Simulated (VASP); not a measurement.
A run of VASP 6.6.1 is set up as follows.

File INCAR:

```
  ALGO = Normal
  EDIFF = 1E-6
  ENCUT = 520
  GGA = RE
  ISIF = 2
  ISMEAR = -1
  LASPH = True
  LCHARG = False
  LREAL = False
  LWAVE = False
  NBANDS = 12
  NELM = 80
  PREC = Accurate
  SIGMA = 0.1
```

The input KPOINTS:

```
k-points
0
Gamma
  19 19 19
```

The input POSCAR:

```
Nb
1.0
    2.7327308708      0.0000000000      0.0000000000
    0.0000000000      2.7327308708      0.0000000000
    0.0000000000      0.0000000000      2.7327308708
Nb
1
Direct
    0.0000000000      0.0000000000      0.0000000000
```

Potentials or basis: VASP PAW PBE potentials, release 64 (Nb_sv).

Launch:

```bash
$ cat potpaw_PBE.64/Nb_sv/POTCAR > POTCAR
$ mpirun -np 1 vasp_std > vasp.out
```

What does it give for the pressure?

-0.2 GPa.

Caveat: the PAW data sets were made with another functional, which shifts forces and pressure a little.
